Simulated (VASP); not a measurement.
Input of a VASP 6.6.1 run:

INCAR

```
SYSTEM = MgO
PREC = Accurate ; ENCUT = 520
EDIFF = 1E-6 ; ISMEAR = 0
SIGMA = 0.05 ; LREAL = .False.
LASPH = .True. ; NELM = 80
ALGO = Normal ; ISIF = 2
LWAVE = .False. ; LCHARG = .False.
GGA = PE ; NBANDS = 16
```

KPOINTS

```
Automatic mesh
0
Gamma
  9 9 6
  0 0 0
```

File POSCAR:

```
MgO
1.0
    3.4772157108      0.0000000000      0.0000000000
   -1.7386078554      3.0113571399      0.0000000000
    0.0000000000      0.0000000000      4.6556441151
Mg O
2 2
Direct
    0.3333333333      0.6666666667      0.0356068245
    0.6666666667      0.3333333333      0.5356068245
    0.3333333333      0.6666666667      0.3982811987
    0.6666666667      0.3333333333      0.8982811987
```

Potentials or basis: VASP PAW PBE potentials, release 64 (Mg, O).

The run is started by

```sh
$ cat potpaw_PBE.64/Mg/POTCAR potpaw_PBE.64/O/POTCAR > POTCAR
$ mpirun -np 1 vasp_std > vasp.out
```

Predict the largest force.

5.443 eV/Å.

What does it give for the pressure?

12.0 GPa.

Forces in eV/Å, atoms in the order of the input:
```
Mg   0.000  0.000 -5.443
Mg   0.000  0.000 -5.443
O    0.000  0.000  5.443
O    0.000  0.000  5.443
```

Caveat: forces of over 1 eV/Å act on the atoms, so gaps and moduli don't describe the material at rest.
